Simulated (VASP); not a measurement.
Here is a VASP 6.6.1 calculation.

File INCAR:

```
SYSTEM = PbSe
ALGO = Normal
EDIFF = 1E-7
ENCUT = 520
GGA = PE
ISIF = 2
ISMEAR = -1
LASPH = .True.
LCHARG = .False.
LREAL = .False.
LWAVE = .False.
NBANDS = 17
NELM = 60
PREC = Accurate
SIGMA = 0.02
```

The input KPOINTS:

```
k-points
0
Gamma
  8 8 8
  0 0 0
```

File POSCAR:

```
PbSe
1.0
    0.0000000000      2.9772000700      3.1113206418
    2.9772000700      0.0000000000      3.1113206418
    2.9772000700      2.9772000700      0.0000000000
Pb Se
1 1
Direct
    0.0000000000      0.0000000000      0.0000000000
    0.5000000000      0.5000000000      0.5000000000
```

Potentials or basis: VASP PAW PBE potentials, release 64 (Pb_d, Se).

Run with:

```sh
$ cat potpaw_PBE.64/Pb_d/POTCAR potpaw_PBE.64/Se/POTCAR > POTCAR
$ mpirun -np 1 vasp_std > vasp.out
```

(1) Predict the pressure.

(2) What does it give for the band gap on the k mesh?

Results:

(1) 5.1 GPa.

(2) 0.10 eV, direct.

Caveat: the cell differs from its parent crystal (epitaxial xy strain -3.6%); spin-orbit coupling is left out, which moves the levels of the heavy elements.
